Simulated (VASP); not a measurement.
# Sb (P2_1/m) in VASP: settings compared, part 2 of 2

VASP 6.6.1. Earlier steps stand in the parts before.

## 3. Relaxation of cell and atoms, PBEsol-based screened hybrid with 25 % exact exchange

This run uses another cell than the first one, of 29.90 Å³/atom.

Contents of POSCAR:

```
Sb
1.0
    3.1224020000      0.0000000000      0.0000000000
    0.0000000000      4.3475180000      0.0000000000
   -0.0389150000      0.0000000000      4.4058520000
Sb
2
Direct
    0.0113890000      0.2500000000      0.2411660000
    0.9886110000      0.7500000000      0.7588340000
```

Contents of INCAR.step1:

```
PREC = Accurate ; ENCUT = 600
EDIFF = 1E-5 ; ISMEAR = -1
SIGMA = 0.05 ; LREAL = F
LASPH = T ; NELM = 100
ALGO = Normal ; LWAVE = T
LCHARG = F ; GGA = PE
NBANDS = 12
```

Contents of INCAR.step2:

```
PREC = Accurate ; ENCUT = 600
EDIFF = 1E-7 ; ISMEAR = -1
SIGMA = 0.05 ; LREAL = F
LASPH = T ; NELM = 100
ALGO = Normal ; ISIF = 3
LWAVE = F ; LCHARG = F
GGA = PS ; LHFCALC = T
AEXX = 0.25 ; HFSCREEN = 0.207
PRECFOCK = Normal ; IBRION = 2
NSW = 60 ; EDIFFG = -0.01
ISTART = 1
```

Contents of KPOINTS:

```
Automatic mesh
0
Gamma
  5 3 3
```

Potentials or basis: VASP PAW PBE potentials, release 64 (Sb).

Launch:

```sh
> cat potpaw_PBE.64/Sb/POTCAR > POTCAR
> cp INCAR.step1 INCAR
> mpirun -np 1 vasp_std > vasp.out
> cp INCAR.step2 INCAR
> mpirun -np 1 vasp_std > vasp.out
```

It took 58 min on 1 thread of Intel Xeon 6975P-C (Granite Rapids), shared host; peak memory 0.29 GiB.

It converged, with:

```
Free energy                           : -10.6054 eV
Relaxed volume                        : 29.14 Å³/atom
Relaxed cell                          : a = 3.138 Å, b = 4.247 Å, c = 4.374 Å, α = 90.00°, β = 89.86°, γ = 90.00°
Space group after relaxing (to 0.1 Å) : Pmma (No. 51)
Energy gained by relaxing             : 38.6 meV/atom
Ionic steps                           : 25
Pressure after relaxing               : 0.0 GPa
Largest force after relaxing          : 0.003 eV/Å
Band gap on the k mesh                : zero (bands 5 and 6 overlap by 5.15 eV)
```

Forces on the atoms (eV/Å):
```
Sb   0.002  0.000  0.003
Sb  -0.002  0.000 -0.003
```

The path:
| step | energy change (eV) | largest force (eV/Å) | pressure (GPa) | volume (Å³) |
| --- | --- | --- | --- | --- |
| 1 | 0.0000 | 0.2426 | -3.08 | 59.81 |
| 2 | -0.0303 | 0.0509 | 2.00 | 54.90 |
| 3 | -0.0514 | 0.1627 | 0.24 | 57.02 |
| 4 | -0.0518 | 0.1700 | -0.04 | 57.24 |
| 5 | -0.0518 | 0.1717 | -0.10 | 57.29 |
| 6 | -0.0546 | 0.1782 | 0.10 | 57.15 |
| 7 | -0.0603 | 0.1714 | 0.83 | 56.71 |
| 8 | -0.0510 | 0.0083 | 2.68 | 55.83 |
| 9 | -0.0611 | 0.1565 | 1.13 | 56.55 |
| 10 | -0.0619 | 0.1533 | 1.13 | 56.58 |
| 11 | -0.0643 | 0.1405 | 1.11 | 56.67 |
| 12 | -0.0684 | 0.1038 | 1.09 | 56.84 |
| 13 | -0.0726 | 0.0123 | 1.07 | 57.20 |
| 14 | -0.0751 | 0.0166 | 0.66 | 57.53 |
| 15 | -0.0762 | 0.0614 | -0.35 | 58.39 |
| 16 | -0.0766 | 0.0463 | -0.04 | 58.10 |
| 17 | -0.0766 | 0.0454 | -0.01 | 58.08 |
| 18 | -0.0767 | 0.0396 | 0.01 | 58.08 |
| 19 | -0.0769 | 0.0229 | 0.06 | 58.07 |
| 20 | -0.0767 | 0.0148 | 0.18 | 58.04 |
| 21 | -0.0769 | 0.0143 | 0.10 | 58.06 |
| 22 | -0.0770 | 0.0107 | 0.07 | 58.12 |
| 23 | -0.0772 | 0.0036 | -0.04 | 58.31 |
| 24 | -0.0772 | 0.0030 | -0.06 | 58.34 |
| 25 | -0.0772 | 0.0033 | 0.00 | 58.29 |

Final structure:
```
CELL_PARAMETERS angstrom
3.13810 0.00000 0.01795
0.00000 4.24657 0.00000
-0.01415 0.00000 4.37393
ATOMIC_POSITIONS crystal
Sb 0.99934 0.25000 0.22014
Sb 0.00066 0.75000 0.77986
```

Levels at points of the mesh, in eV from the Fermi level:
```tsv
k point	band 1	band 2	band 3	band 4	band 5	band 6	band 7	band 8	band 9
(0.00, 0.00, 0.00)	-14.32	-7.98	-4.36	-4.25	1.73	2.89	4.06	4.68	6.92
```

Caveat: the k points lie up to 0.49 Å⁻¹ apart in the final cell, too coarse for converged energies and pressures of a metal; the PAW data sets were made with another functional, which shifts forces and pressure a little; spin-orbit coupling is left out, which moves the levels of the heavy elements.

## 4. Single point, HSE06

This run uses another cell than the first one, of 29.31 Å³/atom.

Contents of POSCAR:

```
Sb
1.0
    3.1014456505      0.0000000000      0.0000000000
    0.0000000000      4.3183391477      0.0000000000
   -0.0386538176      0.0000000000      4.3762816325
Sb
2
Direct
    0.0113890000      0.2500000000      0.2411660000
    0.9886110000      0.7500000000      0.7588340000
```

Contents of INCAR.step1:

```
PREC     = Accurate       # precision mode
ENCUT    = 520            # plane-wave cutoff, eV
EDIFF    = 1E-5           # SCF threshold, eV
ISMEAR   = -1             # smearing method
SIGMA    = 0.05           # smearing width, eV
LREAL    = F              # projectors in reciprocal space
LASPH    = T              # aspherical terms in the spheres
NELM     = 60             # most SCF steps
ALGO     = Normal         # electronic algorithm
ISIF     = 2              # what is computed and relaxed
LWAVE    = T              # write WAVECAR
LCHARG   = F              # write CHGCAR
GGA      = PE             # functional
NBANDS   = 12             # bands
```

Contents of INCAR.step2:

```
PREC     = Accurate       # precision mode
ENCUT    = 520            # plane-wave cutoff, eV
EDIFF    = 1E-6           # SCF threshold, eV
ISMEAR   = -1             # smearing method
SIGMA    = 0.05           # smearing width, eV
LREAL    = F              # projectors in reciprocal space
LASPH    = T              # aspherical terms in the spheres
NELM     = 60             # most SCF steps
ALGO     = Normal         # electronic algorithm
ISIF     = 2              # what is computed and relaxed
LWAVE    = F              # write WAVECAR
LCHARG   = F              # write CHGCAR
GGA      = PE             # functional
LHFCALC  = T              # exact exchange
HFSCREEN = 0.2079         # screening, 1/A
PRECFOCK = Normal       
ISTART   = 1            
NBANDS   = 12             # bands
```

Contents of KPOINTS:

```
Automatic mesh
0
Gamma
  6 4 4
```

Launch:

```sh
> cat potpaw_PBE.64/Sb/POTCAR > POTCAR
> cp INCAR.step1 INCAR
> mpirun -np 1 vasp_std > vasp.out
> cp INCAR.step2 INCAR
> mpirun -np 1 vasp_std > vasp.out
```

Wall time 41 min (1 thread of Intel Xeon Platinum 8375C at 2.90GHz (Ice Lake), shared host); peak memory 0.3 GiB.

Results (log left out):

```yaml
Free_energy: -10.0247 eV
Pressure: -1.2 GPa
Largest_force: 0.049 eV/Å
Band_gap_on_the_k_mesh: zero (bands 5 and 6 overlap by 10.07 eV)
```

Forces on the atoms (eV/Å):
```
Sb  -0.045  0.000 -0.021
Sb   0.045  0.000  0.021
```

Stress tensor (GPa, compression positive):
```
-5.92  0.00  0.00
 0.00  1.25  0.00
 0.00  0.00  1.16
```

Levels at points of the mesh, in eV from the Fermi level:
```
           k point  band 3  band 4  band 5  band 6  band 7  band 8
(0.00, 0.00, 0.00)   -4.19   -4.04    2.37    3.72    3.90    4.03
(0.50, 0.00, 0.00)   -4.70   -2.09   -1.93   -1.87    5.02    5.27
(0.00, 0.50, 0.00)   -1.68   -1.68   -0.89   -0.89    5.57    5.57
(0.50, 0.50, 0.00)   -4.57   -4.57    0.55    0.55    1.87    1.87
(0.00, 0.00, 0.50)   -1.82   -1.15   -0.90   -0.78    5.34    5.75
(0.50, 0.00, 0.50)   -4.78   -4.42    0.35    1.11    1.92    1.98
(0.00, 0.50, 0.50)   -6.48   -6.48    5.97    5.97    6.24    6.24
(0.50, 0.50, 0.50)   -4.20   -4.20   -4.10   -4.10    2.42    2.42
```

Caveat: the k points lie up to 0.36 Å⁻¹ apart, too coarse for converged energies and pressures of a metal; the PAW data sets were made with another functional, which shifts forces and pressure a little; spin-orbit coupling is left out, which moves the levels of the heavy elements.

## 5. Single point, HSE06

This run uses another cell than the first one, of 29.90 Å³/atom.

Contents of POSCAR:

```
Sb
1.0
    3.1224020000      0.0000000000      0.0000000000
    0.0000000000      4.3475180000      0.0000000000
   -0.0389150000      0.0000000000      4.4058520000
Sb
2
Direct
    0.0113890000      0.2500000000      0.2411660000
    0.9886110000      0.7500000000      0.7588340000
```

Contents of INCAR.step1:

```
SYSTEM = Sb
  PREC = Accurate
  ENCUT = 520
  EDIFF = 1E-5
  ISMEAR = -1
  SIGMA = 0.05
  LREAL = .False.
  LASPH = .True.
  NELM = 100
  ALGO = Normal
  ISIF = 2
  LWAVE = .True.
  NBANDS = 12
  GGA = PE
```

Contents of INCAR.step2:

```
SYSTEM = Sb
  PREC = Accurate
  ENCUT = 520
  EDIFF = 1E-6
  ISMEAR = -1
  SIGMA = 0.05
  LREAL = .False.
  LASPH = .True.
  NELM = 100
  ALGO = Normal
  ISIF = 2
  LWAVE = .False.
  LCHARG = .True.
  GGA = PE
  LHFCALC = .True.
  HFSCREEN = 0.2079
  PRECFOCK = Normal
  LELF = .True.
  LVHAR = .True.
  NBANDS = 12
  ISTART = 1
```

Contents of KPOINTS:

```
regular mesh
0
Gamma
  6 4 4
  0 0 0
```

Launch:

```sh
> cat potpaw_PBE.64/Sb/POTCAR > POTCAR
> cp INCAR.step1 INCAR
> mpirun -np 1 vasp_std > vasp.out
> cp INCAR.step2 INCAR
> mpirun -np 1 vasp_std > vasp.out
```

It took 41 min on 1 thread of Intel Xeon Platinum 8375C at 2.90GHz (Ice Lake), shared host; peak memory 0.3 GiB.

The run converged. Its results:

* Free energy: -10.0116 eV
* Pressure: -2.3 GPa
* Largest force: 0.068 eV/Å
* Band gap on the k mesh: zero (bands 5 and 6 overlap by 9.84 eV)

Forces on the atoms (eV/Å):
```
Sb  -0.045  0.000 -0.051
Sb   0.045  0.000  0.051
```

Stress tensor (GPa, compression positive):
```
-7.06  0.00  0.04
 0.00  0.09  0.00
 0.04  0.00 -0.01
```

Levels at points of the mesh, in eV from the Fermi level:
```
           k point  band 3  band 4  band 5  band 6  band 7  band 8
(0.00, 0.00, 0.00)   -4.08   -3.93    2.45    3.68    3.85    3.99
(0.50, 0.00, 0.00)   -4.83   -2.04   -1.88   -1.82    5.04    5.31
(0.00, 0.50, 0.00)   -1.62   -1.62   -0.86   -0.86    5.48    5.48
(0.50, 0.50, 0.00)   -4.45   -4.45    0.55    0.55    1.80    1.80
(0.00, 0.00, 0.50)   -1.75   -1.10   -0.88   -0.76    5.25    5.65
(0.50, 0.00, 0.50)   -4.65   -4.30    0.36    1.10    1.85    1.90
(0.00, 0.50, 0.50)   -6.32   -6.32    5.85    5.85    6.11    6.11
(0.50, 0.50, 0.50)   -4.09   -4.09   -3.99   -3.99    2.51    2.51
```

Caveat: the k points lie up to 0.36 Å⁻¹ apart, too coarse for converged energies and pressures of a metal; the PAW data sets were made with another functional, which shifts forces and pressure a little; spin-orbit coupling is left out, which moves the levels of the heavy elements.

## 6. Summary

```tsv
task	level	cell	k mesh	cutoff (eV)	grid for exact exchange (PRECFOCK)	share of exact exchange	screening parameter	gap on the mesh (eV)	pressure (GPa)	largest force (eV/Å)
single point	PBE	a = 3.184, b = 4.433, c = 4.492 Å, angles 90.0, 90.5, 90.0°, 2 atoms	9 × 6 × 6	520	-	-	-	none	-2.4	0.04
relaxation of cell and atoms	PBEsol-based screened hybrid with 25 % exact exchange	relaxed from a = 3.122, b = 4.348, c = 4.406 Å, angles 90.0, 90.5, 90.0°, 2 atoms	5 × 3 × 3	600	Normal	0.25	0.207 1/Å	none	0.0	-
single point	HSE06	a = 3.101, b = 4.318, c = 4.376 Å, angles 90.0, 90.5, 90.0°, 2 atoms	6 × 4 × 4	520	Normal	0.25	0.2079 1/Å	none	-1.2	0.05
single point	HSE06	a = 3.122, b = 4.348, c = 4.406 Å, angles 90.0, 90.5, 90.0°, 2 atoms	6 × 4 × 4	520	Normal	0.25	0.2079 1/Å	none	-2.3	0.07
```

Alike in all rows: potentials or basis VASP PAW PBE potentials, release 64 (Sb); no spin polarisation; smearing fermi-dirac 0.05 eV.

Caveats: some runs use coarse meshes; spin-orbit coupling is left out, which moves the levels of the heavy elements; the PAW data sets were made with another functional, which shifts forces and pressure a little (at least some runs).

Absolute energies hang on the potentials; compare differences alone.
